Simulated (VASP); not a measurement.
## BaTiO3: single point with r2SCAN

Crystal: BaTiO3.

```
Ba Ti O
1.0
     3.97237    0.00000    0.00000
     0.00000    3.97237    0.00000
     0.00000    0.00000    4.11223
Ba Ti O
1 1 3
Direct
  0.00000 0.00000 0.99564
  0.50000 0.50000 0.47753
  0.50000 0.50000 0.03454
  0.50000 0.00000 0.51764
  0.00000 0.50000 0.51764
```

| Quantity | Value |
| --- | --- |
| Program | VASP 6.6.1 |
| Task | single point |
| Functional | r2SCAN |
| Potentials or basis | VASP PAW PBE potentials, release 64 (Ba_sv, Ti_sv, O) |
| Cutoff | 520 eV |
| k mesh | 6 × 6 × 6 |
| Occupations | fermi-dirac, width 0.02 eV |
| Spin | no spin polarisation |
| Dipole correction | no |
| Further INCAR settings | ALGO = Normal; EDIFF = 1e-06; NBANDS = 28 |

* Pressure: 1.9 GPa
* Largest force: 0.165 eV/Å
* Band gap on the k mesh: 2.21 eV (least direct gap 2.71 eV)

Forces on the atoms (eV/Å):
```
Ba   0.000  0.000  0.029
Ti   0.000  0.000  0.165
O    0.000  0.000 -0.158
O    0.000  0.000 -0.018
O    0.000  0.000 -0.018
```

Stress tensor (GPa, compression positive):
```
1.87 0.00 0.00
0.00 1.87 0.00
0.00 0.00 2.04
```

Levels at points of the mesh, in eV from the valence-band top:
```csv
k point,band 18,band 19,band 20,band 21,band 22,band 23
"(0.00, 0.00, 0.00)",-0.73,-0.50,-0.50,2.21,2.69,2.69
"(0.50, 0.00, 0.00)",-1.72,-1.41,-1.22,2.79,3.90,3.98
"(0.50, 0.50, 0.00)",-1.13,-1.13,-0.07,4.01,4.01,4.39
"(0.00, 0.00, 0.50)",-2.03,-0.76,-0.76,2.34,3.90,3.90
"(0.50, 0.00, 0.50)",-1.10,-1.04,-0.42,3.92,3.94,4.25
"(0.50, 0.50, 0.50)",-0.34,-0.34,0.00,4.50,4.50,4.59
```

It took 2.1 min on 1 thread of Intel(R) Xeon(R) 6975P-C (Granite Rapids), with other jobs on the host, peak memory 0.22 GiB.

Caveat: the PAW data sets were made with another functional, which shifts forces and pressure a little; spin-orbit coupling is left out, which moves the levels of the heavy elements. A k mesh can miss the band edges.
